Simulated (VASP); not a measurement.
# Ge (I4_1/amd) in VASP: a series of runs

The runs below take Ge through single point, with PBE.

Everything below comes from runs of VASP 6.6.1. Logs are shortened: lines on timing, memory, paths and dates and some standing lists are left out, and cuts for length are marked.

### Step 1. The cell of the first run

Symmetry: I4_1/amd, No. 141, tetragonal system. The conventional cell has a = 4.000 Å, b = 4.000 Å, c = 5.544 Å, α = 90.00°, β = 90.00°, γ = 90.00°. Within 3.2 Å of Ge (site symmetry -4m2) lie 4 Ge at 2.43 Å.

### Step 2. Single point, PBE (strain -0.0200 x Voigt [0, 1, 0, 0, 0, 0])

INCAR

```
SYSTEM = Ge
PREC     = Accurate       ! precision mode
ENCUT    = 500            ! plane-wave cutoff, eV
EDIFF    = 1E-6           ! SCF threshold, eV
ISMEAR   = 0              ! smearing method
SIGMA    = 0.15           ! smearing width, eV
LREAL    = .FALSE.        ! projectors in reciprocal space
LASPH    = .TRUE.         ! aspherical terms in the spheres
NELM     = 120            ! most SCF steps
ALGO     = Normal         ! electronic algorithm
ISIF     = 2              ! what is computed and relaxed
LWAVE    = .FALSE.        ! write WAVECAR
LCHARG   = .FALSE.        ! write CHGCAR
GGA      = PE             ! functional
NBANDS   = 21             ! bands
GGA_COMPAT= .FALSE.
```

KPOINTS

```
regular mesh
0
G
  14 14 14
  0 0 0
```

POSCAR

```
Ge
1.0
    0.0000000000      2.7721946000      2.8287700000
    2.8287700000      0.0000000000      2.8287700000
    2.8287700000      2.7721946000      0.0000000000
Ge
2
Direct
    0.5000000000      0.5000000000      0.5000000000
    0.7500000000      0.7500000000      0.7500000000
```

Potentials or basis: VASP PAW PBE potentials, release 64 (Ge_d).

On the command line:

```
> cat potpaw_PBE.64/Ge_d/POTCAR > POTCAR
> mpirun -np 1 vasp_std > vasp.out
```

OUTCAR:

```text
SYSTEM = Ge
   PREC = Accurate
   ENCUT = 500
   EDIFF = 1E-6
   ISMEAR = 0
   LREAL = .FALSE.
   LASPH = .TRUE.
   NELM = 120
   ISIF = 2
   GGA = PE

 ion  position               nearest neighbor table
   1  0.500  0.500  0.500-   2 2.43   2 2.43   2 2.43   2 2.43
   2  0.750  0.750  0.750-   1 2.43   1 2.43   1 2.43   1 2.43

  LATTYP: Found a body centered tetragonal cell.
 ALAT       =     4.0004848988
 C/A-ratio  =     1.3859292911

  Lattice vectors:

 A1 = (   0.0000000000,  -2.7721946000,   2.8287700000)
 A2 = (   0.0000000000,  -2.7721946000,  -2.8287700000)
 A3 = (   2.8287700000,   2.7721946000,   0.0000000000)

Analysis of symmetry for initial positions (statically):
=====================================================================
 Subroutine PRICEL returns:
 Original cell was already a primitive cell.

 Routine SETGRP: Setting up the symmetry group for a
 body centered tetragonal supercell.

 Subroutine GETGRP returns: Found 16 space group operations
 (whereof  8 operations were pure point group operations)
 out of a pool of 16 trial point group operations.

The static configuration has the point symmetry D_2d.
 The point group associated with its full space group is D_4h.

Analysis of symmetry for dynamics (positions and initial velocities):
=====================================================================
 Subroutine PRICEL returns:
 Original cell was already a primitive cell.

 Routine SETGRP: Setting up the symmetry group for a
 body centered tetragonal supercell.

 Subroutine GETGRP returns: Found 16 space group operations
 (whereof  8 operations were pure point group operations)
 out of a pool of 16 trial point group operations.

The dynamic configuration has the point symmetry D_2d.
 The point group associated with its full space group is D_4h.

 Subroutine INISYM returns: Found 16 space group operations
 (whereof  8 operations are pure point group operations),
 and found     1 'primitive' translations

----------------------------------------------------------------------------------------

                                     Primitive cell

  volume of cell :      44.3659

  direct lattice vectors                    reciprocal lattice vectors
     0.000000000  2.772194600  2.828770000    -0.176755268  0.180362519  0.176755268
     2.828770000  0.000000000  2.828770000     0.176755268 -0.180362519  0.176755268
     2.828770000  2.772194600  0.000000000     0.176755268  0.180362519 -0.176755268

  length of vectors
     3.960682089  4.000484899  3.960682089     0.308245824  0.308245824  0.308245824

  position of ions in fractional coordinates (direct lattice)
     0.500000000  0.500000000  0.500000000
     0.750000000  0.750000000  0.750000000

  ion indices of the primitive-cell ions
   primitive index   ion index
                 1           1
                 2           2

----------------------------------------------------------------------------------------

 KPOINTS: regular mesh

Automatic generation of k-mesh.
 Grid dimensions read from file:
 generate k-points for:   14   14   14

 Generating k-lattice:

  Cartesian coordinates                     Fractional coordinates (reciprocal lattice)
    -0.012625376  0.012883037  0.012625376     0.071428571  0.000000000  0.000000000
     0.012625376 -0.012883037  0.012625376     0.000000000  0.071428571  0.000000000
     0.012625376  0.012883037 -0.012625376     0.000000000  0.000000000  0.071428571

  Length of vectors
     0.022017559  0.022017559  0.022017559

  Shift w.r.t. Gamma in fractional coordinates (k-lattice)
     0.000000000  0.000000000  0.000000000

 Subroutine IBZKPT returns following result:
 ===========================================

 Found    244 irreducible k-points:

 Following reciprocal coordinates:
            Coordinates               Weight
  0.000000  0.000000  0.000000      1.000000
  0.071429  0.000000 -0.000000      8.000000
  0.142857  0.000000 -0.000000      8.000000
  0.214286  0.000000 -0.000000      8.000000
  0.285714  0.000000  0.000000      8.000000
  0.357143  0.000000 -0.000000      8.000000
[... 16 lines left out ...]
  0.214286  0.142857 -0.000000     16.000000
  0.285714  0.142857  0.000000     16.000000
 [... further k-points ...]
   k-points           NKPTS =    244   k-points in BZ     NKDIM =    244   number of bands    NBANDS=     21
   number of dos      NEDOS =    301   number of ions     NIONS =      2
   total plane-waves  NPLWV =  27000
   dimension x,y,z NGX =    30 NGY =   30 NGZ =   30
   dimension x,y,z NGXF=    60 NGYF=   60 NGZF=   60
   ions per type =               2
   NGX,Y,Z   is equivalent  to a cutoff of  12.59, 12.47, 12.59 a.u.
   NGXF,Y,Z  is equivalent  to a cutoff of  25.18, 24.93, 25.18 a.u.
 SYSTEM =  Ge
   PREC   = accura    normal or accurate (medium, high low for compatibility)
   ISTART =      0    job   : 0-new  1-cont  2-samecut
   ICHARG =      2    charge: 1-file 2-atom 10-const
   ISPIN  =      1    spin polarized calculation?
   LNONCOLLINEAR =      F non collinear calculations
   LSORBIT =      F    spin-orbit coupling
   LASPH  =      T    aspherical Exc in radial PAW
   ENCUT  =  500.0 eV  36.75 Ry    6.06 a.u.   7.22  7.29  7.22*2*pi/ulx,y,z
   NELM   =    120;   NELMIN=  2; NELMDL= -5     # of ELM steps
   EDIFF  = 0.1E-05   stopping-criterion for ELM
   LREAL  =      F    real-space projection
   EDIFFG = 0.1E-04   stopping-criterion for IOM
   NSW    =      0    number of steps for IOM
   IBRION =     -1    ionic relax: 0-MD 1-quasi-New 2-CG
   NFREE  =      0    steps in history (QN), initial steepest desc. (CG)
   ISIF   =      2    stress and relaxation
   ISYM   =      2    0-nonsym 1-usesym 2-fastsym
   POTIM  = 0.5000    time-step for ionic-motion
   TEBEG  =    0.0;   TEEND  =   0.0 temperature during run
   PSTRESS=    0.0 pullay stress
   NELECT =      28.0000    total number of electrons
   NUPDOWN=      -1.0000    fix difference up-down
   EMIN   =  10.00;   EMAX   =-10.00  energy-range for DOS
   EFERMI =   0.00;   METHOD = LEGACY
   ISMEAR =     0;   SIGMA  =   0.15  broadening in eV -4-tet -1-fermi 0-gaus
   EFERMI_NEDOS =   21; number of points for ismear=-14 and -15
   IALGO  =     38    algorithm
   IMIX   =      4    mixing-type and parameters
     AMIX     =   0.40;   BMIX     =  1.00
     AMIX_MAG =   1.60;   BMIX_MAG =  1.00
  volume/ion in A,a.u.               =      22.18       149.70
  Fermi-wavevector in a.u.,A,eV,Ry     =   1.404250  2.653648 26.829584  1.971919
  Thomas-Fermi vector in A             =   2.526831
   LORBIT       =      0    0 simple, 1 ext, 2 COOP (PROOUT), +10 PAW based schemes
   GGA     = PE    functional components
   LHFCALC =     F    Hartree Fock is set to
   AEXX    =    0.0000 exact exchange contribution
   IVDW    =     0    specifies the selected vdW correction
   LEPSILON=     F    determine dielectric tensor
   LRPA    =     F    only Hartree local field effects (RPA)
 non-spin polarized calculation
 Gauss-broadening in eV      SIGMA  =   0.15
  energy-cutoff  :      500.00
  volume of cell :       44.37
 maximum number of plane-waves:      1146
 NGX is ok and might be reduce to    30
   NGX = 15   NGY = 15   NGZ = 15

 number of electron      28.0000024 magnetization

 Free energy of the ion-electron system (eV)
  ---------------------------------------------------
  ext. energy  EPLUGINS =         0.00000000
  ---------------------------------------------------
  free energy    TOTEN  =        -8.98159112 eV

  energy without entropy =       -8.98128999  energy(sigma->0) =       -8.98144056

 E-fermi :   5.3070     XC(G=0): -10.0226

 val. band max:        5.2961165728   @ k =   0.0000   0.0000   0.0000
 cond. band min:       5.4108007018   @ k =   0.0000   0.0000   0.0000
 fundamental gap:      0.1146841290
 Fermi energy:         5.3070448893

 k-point     1 :       0.0000    0.0000    0.0000
  band No.  band energies     occupation
      1     -19.6566      2.00000
      2     -19.6512      2.00000
      3     -19.6512      2.00000
      4     -19.6163      2.00000
      5     -19.6142      2.00000
      6     -19.3967      2.00000
[... 13 lines left out ...]
     20      14.5267      0.00000
     21      14.9200      0.00000

 k-point     2 :       0.0714    0.0000   -0.0000
  band No.  band energies     occupation
      1     -19.6590      2.00000
      2     -19.6548      2.00000
      3     -19.6515      2.00000
      4     -19.6115      2.00000
      5     -19.6096      2.00000
      6     -19.4007      2.00000
[... 13 lines left out ...]
     20      14.0825      0.00000
     21      14.4014      0.00000

 k-point     3 :       0.1429    0.0000   -0.0000
  band No.  band energies     occupation
      1     -19.6654      2.00000
      2     -19.6616      2.00000
      3     -19.6497      2.00000
      4     -19.6012      2.00000
      5     -19.5997      2.00000
      6     -19.4096      2.00000
[... 13 lines left out ...]
     20      13.5643      0.00000
     21      13.8098      0.00000

 k-point     4 :       0.2143    0.0000   -0.0000
  band No.  band energies     occupation
      1     -19.6718      2.00000
      2     -19.6677      2.00000
      3     -19.6462      2.00000
      4     -19.5903      2.00000
      5     -19.5892      2.00000
      6     -19.4184      2.00000
[... 13 lines left out ...]
     20      13.4081      0.00000
     21      13.6048      0.00000

 k-point     5 :       0.2857    0.0000    0.0000
  band No.  band energies     occupation
      1     -19.6767      2.00000
      2     -19.6719      2.00000
      3     -19.6422      2.00000
      4     -19.5813      2.00000
      5     -19.5805      2.00000
      6     -19.4252      2.00000
[... 13 lines left out ...]
     20      13.7485      0.00000
     21      13.8072      0.00000
[... 382 lines left out ...]
     20      13.5333      0.00000
     21      14.1656      0.00000

 k-point    22 :       0.1429    0.1429    0.0000
  band No.  band energies     occupation
      1     -19.6643      2.00000
      2     -19.6619      2.00000
      3     -19.6593      2.00000
      4     -19.6027      2.00000
      5     -19.5830      2.00000
      6     -19.4393      2.00000
[... 13 lines left out ...]
     20      13.1992      0.00000
     21      15.1515      0.00000

 k-point    23 :       0.2143    0.1429   -0.0000
  band No.  band energies     occupation
      1     -19.6719      2.00000
      2     -19.6658      2.00000
      3     -19.6565      2.00000
      4     -19.5947      2.00000
      5     -19.5701      2.00000
      6     -19.4532      2.00000
[... 13 lines left out ...]
     20      13.9775      0.00000
     21      15.0492      0.00000

 k-point    24 :       0.2857    0.1429    0.0000
  band No.  band energies     occupation
      1     -19.6802      2.00000
      2     -19.6711      2.00000
      3     -19.6485      2.00000
      4     -19.5850      2.00000
      5     -19.5586      2.00000
      6     -19.4636      2.00000
[... 13 lines left out ...]
     20      14.5822      0.00000
     21      15.0866      0.00000

 [... further k-points ...]
[... 5 lines left out ...]
  --------------------------------------------------------------------------------------
  -------------------------------------------------------------------------------------
  Total        1.2932784      1.6809162      1.2932784      0.0000000     -0.0000000      0.0000000
  in kB       46.7039514     60.7026522     46.7039514      0.0000000     -0.0000000      0.0000000
  external PRESSURE =      51.3701850 kB  Pullay stress =       0.0000000 kB

 VOLUME and BASIS-vectors are now :
 -----------------------------------------------------------------------------
  energy-cutoff  :      500.00
  volume of cell :       44.37
      direct lattice vectors                 reciprocal lattice vectors
     0.000000000  2.772194600  2.828770000    -0.176755268  0.180362519  0.176755268
     2.828770000  0.000000000  2.828770000     0.176755268 -0.180362519  0.176755268
     2.828770000  2.772194600  0.000000000     0.176755268  0.180362519 -0.176755268

 POSITION                                       TOTAL-FORCE (eV/Angst)
 -----------------------------------------------------------------------------------
      2.82877      2.77219      2.82877         0.000000      0.000000      0.000000
      4.24315      4.15829      4.24315        -0.000000      0.000000     -0.000000
 -----------------------------------------------------------------------------------
    total drift:                                0.000000     -0.000000     -0.000000

  FREE ENERGIE OF THE ION-ELECTRON SYSTEM (eV)
  ---------------------------------------------------
  free  energy   TOTEN  =        -8.9815911215 eV

  energy  without entropy=       -8.9812899886  energy(sigma->0) =       -8.98144056
```

Run time: 4.5 min. Hardware: 1 thread of Intel Xeon 8259CL, shared host; peak memory 0.29 GiB.

Results:

- Free energy: -8.9816 eV
- Pressure: 5.1 GPa
- Band gap on the k mesh: 0.11 eV

Levels at points of the mesh, in eV from the valence-band top:
| k point | band 12 | band 13 | band 14 | band 15 | band 16 | band 17 |
| --- | --- | --- | --- | --- | --- | --- |
| (0.00, 0.00, 0.00) | -0.16 | -0.16 | 0.00 | 0.11 | 2.40 | 2.49 |
| (0.50, 0.00, 0.00) | -7.80 | -1.63 | -1.45 | 0.14 | 3.59 | 3.73 |
| (0.50, 0.50, 0.00) | -9.10 | -3.20 | -3.20 | 0.68 | 0.68 | 9.55 |
| (0.50, 0.00, 0.50) | -9.00 | -3.34 | -3.34 | 0.52 | 0.52 | 9.59 |

Caveat: the cell differs from its parent crystal (strain -0.0200 x Voigt [0, 1, 0, 0, 0, 0]); the cell stands under pressure.

### Step 3. Single point, PBE (strain -0.0100 x Voigt [0, 1, 0, 0, 0, 0])

INCAR

```
ALGO = Normal
EDIFF = 1E-6
ENCUT = 500
GGA = PE
GGA_COMPAT = F
ISIF = 2
ISMEAR = 0
LASPH = T
LCHARG = F
LREAL = F
LWAVE = F
NBANDS = 21
NELM = 120
PREC = Accurate
SIGMA = 0.15
```

KPOINTS

```
k-points
0
Gamma
  14 14 14
```

POSCAR

```
Ge
1.0
    0.0000000000      2.8004823000      2.8287700000
    2.8287700000      0.0000000000      2.8287700000
    2.8287700000      2.8004823000      0.0000000000
Ge
2
Direct
    0.5000000000      0.5000000000      0.5000000000
    0.7500000000      0.7500000000      0.7500000000
```

Potentials or basis: VASP PAW PBE potentials, release 64 (Ge_d).

On the command line:

```
> cat potpaw_PBE.64/Ge_d/POTCAR > POTCAR
> mpirun -np 1 vasp_std > vasp.out
```

It took 4.5 min on 1 thread of Intel Xeon 8259CL, shared host; peak memory 0.3 GiB.

Results (log left out):

| Quantity | Value |
| --- | --- |
| Free energy | -8.9972 eV |
| Pressure | 4.3 GPa |
| Band gap on the k mesh | 0.08 eV |

Stress tensor (GPa, compression positive):
```
4.08 0.00 0.00
0.00 4.78 0.00
0.00 0.00 4.08
```

Levels at points of the mesh, in eV from the valence-band top:
```tsv
k point	band 10	band 11	band 12	band 13	band 14	band 15	band 16	band 17	band 18	band 19
(0.00, 0.00, 0.00)	-24.61	-12.90	-0.08	-0.08	0.00	0.08	2.48	2.52	2.52	6.40
(0.50, 0.00, 0.00)	-24.59	-10.79	-7.70	-1.52	-1.43	0.16	3.67	3.74	7.09	10.57
(0.50, 0.50, 0.00)	-24.57	-8.99	-8.99	-3.14	-3.14	0.72	0.72	9.54	9.54	11.64
(0.50, 0.00, 0.50)	-24.57	-8.94	-8.94	-3.21	-3.21	0.64	0.64	9.56	9.56	11.69
```

Caveat: the cell differs from its parent crystal (strain -0.0100 x Voigt [0, 1, 0, 0, 0, 0]); the cell stands under pressure. A k mesh can miss the band edges.
